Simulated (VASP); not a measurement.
Set up this calculation in VASP 6.6.1, as the native input.

| Item | Value |
| --- | --- |
| Task | single point |
| Functional | PBE |
| Potentials or basis | VASP PAW PBE potentials, release 64 (Ga_d, N) |
| Cutoff | 600 eV |
| k mesh | 6 × 6 × 6 |
| Occupations | gaussian, width 0.05 eV |
| Spin | no spin polarisation |
| Dipole correction | no |
| Further INCAR settings | ALGO = Normal; EDIFF = 1e-06; NBANDS = 16 |

The structure of GaN lies in POSCAR:

```
GaN
1.0
    2.7433004568      0.0000000000      0.0000000000
    0.0000000000      2.7433004568      0.0000000000
    0.0000000000      0.0000000000      2.7433004568
Ga N
1 1
Direct
    0.0000000000      0.0000000000      0.0000000000
    0.5000000000      0.5000000000      0.5000000000
```

The input as run:

INCAR

```
SYSTEM = GaN
ALGO     = Normal         ! electronic algorithm
EDIFF    = 1E-6           ! SCF threshold, eV
ENCUT    = 600            ! plane-wave cutoff, eV
GGA      = PE             ! functional
GGA_COMPAT= .False.      
ISIF     = 2              ! what is computed and relaxed
ISMEAR   = 0              ! smearing method
LASPH    = .True.         ! aspherical terms in the spheres
LCHARG   = .False.        ! write CHGCAR
LREAL    = .False.        ! projectors in reciprocal space
LWAVE    = .False.        ! write WAVECAR
NBANDS   = 16             ! bands
NELM     = 120            ! most SCF steps
PREC     = Accurate       ! precision mode
SIGMA    = 0.05           ! smearing width, eV
```

KPOINTS

```
k-points
0
Gamma
  6 6 6
  0 0 0
```

Potentials or basis: VASP PAW PBE potentials, release 64 (Ga_d, N).

Command:

```bash
$ cat potpaw_PBE.64/Ga_d/POTCAR potpaw_PBE.64/N/POTCAR > POTCAR
$ mpirun -np 1 vasp_std > vasp.out
```

It gave:

```yaml
Pressure: 0.2 GPa
Band_gap_on_the_k_mesh: zero (band 9 reaches 7.75 eV, above the bottom of band 10 at 6.30 eV)
```

Caveat: the k points lie up to 0.38 Å⁻¹ apart.

It took 19 s on 1 thread of Intel Xeon 8259CL (shared host), peak memory 0.14 GiB.
